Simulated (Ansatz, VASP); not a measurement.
# ScAl2: VASP beside Ansatz

```
CELL_PARAMETERS angstrom
0.00000 3.81506 3.81506
3.81506 0.00000 3.81506
3.81506 3.81506 0.00000
ATOMIC_POSITIONS crystal
Sc 0.50000 0.50000 0.50000
Sc 0.75000 0.75000 0.75000
Al 0.12500 0.12500 0.12500
Al 0.62500 0.12500 0.12500
Al 0.12500 0.62500 0.12500
Al 0.12500 0.12500 0.62500
```

Alike in both runs: task single point; functional r2SCAN; k mesh 8 × 8 × 8; occupations gaussian, width 0.1 eV; no spin polarisation.

```csv
,VASP,Ansatz
version,VASP 6.6.1,Ansatz 0.2.0
potentials or method,"VASP PAW PBE potentials, release 64 (Sc_sv, Al), cutoff 520 eV","scalar-relativistic, plane waves, PAW"
valence electrons in the cell,34,34
```

```csv
,VASP,Ansatz,Ansatz less VASP
gap on the k mesh at the Fermi level (eV),none,none,-
pressure (GPa),-2.6,-2.6,0.00
```

VASP's potentials were made for PBE, not for r2SCAN. A gap of «none» marks a metal or a gap that the smearing closes.
